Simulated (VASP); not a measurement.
Input of a VASP 6.6.1 run:

The input INCAR:

```
PREC = Accurate
ENCUT = 600
EDIFF = 1E-6
ISMEAR = -1
SIGMA = 0.02
LREAL = False
LASPH = True
NELM = 80
ALGO = Normal
ISIF = 3
LWAVE = False
LCHARG = False
GGA = PS
IBRION = 2
NSW = 80
EDIFFG = -0.03
PSTRESS = 600.0
```

File KPOINTS:

```
regular mesh
0
Gamma
  7 7 4
```

POSCAR

```
I
1.0
    3.5900000000      0.0000000000      0.0000000000
   -1.7950000000      3.1090311996      0.0000000000
    0.0000000000      0.0000000000      5.8624700000
I
2
Direct
    0.3333333333      0.6666666667      0.2500000000
    0.6666666667      0.3333333333      0.7500000000
```

Potentials or basis: VASP PAW PBE potentials, release 64 (I).

Command:

```console
$ cat potpaw_PBE.64/I/POTCAR > POTCAR
$ mpirun -np 1 vasp_std > vasp.out
```

Question: Estimate the space group after relaxing (to 0.1 Å).

Answer: P6_3/mmc (No. 194).

Question: What does it give for the band gap on the k mesh?

Answer: Zero (bands 7 and 8 overlap by 6.09 eV).

Question: Estimate the relaxed cell.

Answer: a = 2.984 Å, b = 2.984 Å, c = 5.035 Å, α = 90.00°, β = 90.00°, γ = 120.00°.

Question: Estimate the relaxed volume.

Answer: 19.41 Å³/atom.

The path:
```csv
step,energy change (eV),largest force (eV/Å),pressure (GPa),volume (Å³)
1,0.0000,0.0000,-0.58,65.43
2,672.5689,0.0000,23048.65,4.29
3,0.0018,0.0000,0.86,62.67
4,0.0560,0.0000,3.75,58.73
5,5.8950,0.0000,114.64,33.15
6,2.1467,0.0000,46.39,41.11
7,2.7906,0.0000,58.14,39.13
8,2.9533,0.0000,60.96,38.69
9,2.7427,0.0000,57.42,39.24
10,2.8035,0.0000,58.51,39.08
11,2.7847,0.0000,58.18,39.13
12,2.7300,0.0000,57.10,39.26
13,2.8119,0.0000,58.55,39.03
14,2.8098,0.0000,58.54,39.04
15,2.8502,0.0000,59.26,38.93
16,2.8893,0.0000,59.99,38.82
```

Caveat: the cell is relaxed towards a set pressure, so the run minimises the enthalpy, not the energy; the volume moved by over 15 % at a fixed basis, so the end points are rough; the PAW data sets were made with another functional, which shifts forces and pressure a little; spin-orbit coupling is left out, which moves the levels of the heavy elements.
